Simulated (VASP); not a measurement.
Write the native input for VASP 6.6.1 that does the following.

* Task: single point
* Functional: r2SCAN
* Dispersion: D3(BJ)
* Potentials or basis: VASP PAW PBE potentials, release 64 (Hf_pv, B)
* Cutoff: 550 eV
* k mesh: 8 × 8 × 8
* Occupations: gaussian, width 0.05 eV
* Spin: no spin polarisation
* Dipole correction: no
* Further INCAR settings: ALGO = Normal; EDIFF = 1e-06; NBANDS = 14

The system is HfB.

```
CELL_PARAMETERS angstrom
0.00000 2.37424 2.37424
2.37424 0.00000 2.37424
2.37424 2.37424 0.00000
ATOMIC_POSITIONS crystal
Hf 0.50000 0.50000 0.50000
B 0.00000 0.00000 0.00000
```

The input as run:

POSCAR

```
HfB
1.0
    0.0000000000      2.3742378797      2.3742378797
    2.3742378797      0.0000000000      2.3742378797
    2.3742378797      2.3742378797      0.0000000000
Hf B
1 1
Direct
    0.5000000000      0.5000000000      0.5000000000
    0.0000000000      0.0000000000      0.0000000000
```

INCAR.step1

```
SYSTEM = HfB
  PREC = Accurate
  ENCUT = 550
  ISMEAR = 0
  SIGMA = 0.05
  LREAL = .False.
  LASPH = .True.
  NELM = 120
  NBANDS = 14
  GGA = PE
  ALGO = Normal
  EDIFF = 1E-5
  LWAVE = .True.
  LCHARG = .False.
  GGA_COMPAT = .False.
```

INCAR.step2

```
SYSTEM = HfB
  PREC = Accurate
  ENCUT = 550
  EDIFF = 1E-6
  ISMEAR = 0
  SIGMA = 0.05
  LREAL = .False.
  LASPH = .True.
  NELM = 120
  ALGO = Normal
  ISIF = 2
  LWAVE = .False.
  LCHARG = .False.
  METAGGA = R2SCAN
  LMIXTAU = .True.
  IVDW = 12
  VDW_S6 = 1.0
  VDW_S8 = 0.78981345
  VDW_A1 = 0.49484001
  VDW_A2 = 5.73083694
  NBANDS = 14
  ISTART = 1
  GGA_COMPAT = .False.
```

KPOINTS

```
regular mesh
0
Gamma
  8 8 8
  0 0 0
```

Potentials or basis: VASP PAW PBE potentials, release 64 (Hf_pv, B).

Launch:

```console
$ cat potpaw_PBE.64/Hf_pv/POTCAR potpaw_PBE.64/B/POTCAR > POTCAR
$ cp INCAR.step1 INCAR
$ mpirun -np 1 vasp_std > vasp.out
$ cp INCAR.step2 INCAR
$ mpirun -np 1 vasp_std > vasp.out
```

Results of the run:

| Property | Result |
| --- | --- |
| Pressure | 7.1 GPa |
| Band gap on the k mesh | zero (an odd number of electrons rules out a gap without spin polarisation) |
| Dispersion energy per atom | -0.174 eV |

Caveat: three body term missing; the cell stands under pressure; the PAW data sets were made with another functional, which shifts forces and pressure a little; spin-orbit coupling is left out, which moves the levels of the heavy elements; an odd number of electrons without spin polarisation forces a metal; a magnetic or distorted state may lie lower.

It took 92 s on 1 thread of Intel Xeon 8259CL, on a shared host, peak memory 0.18 GiB.
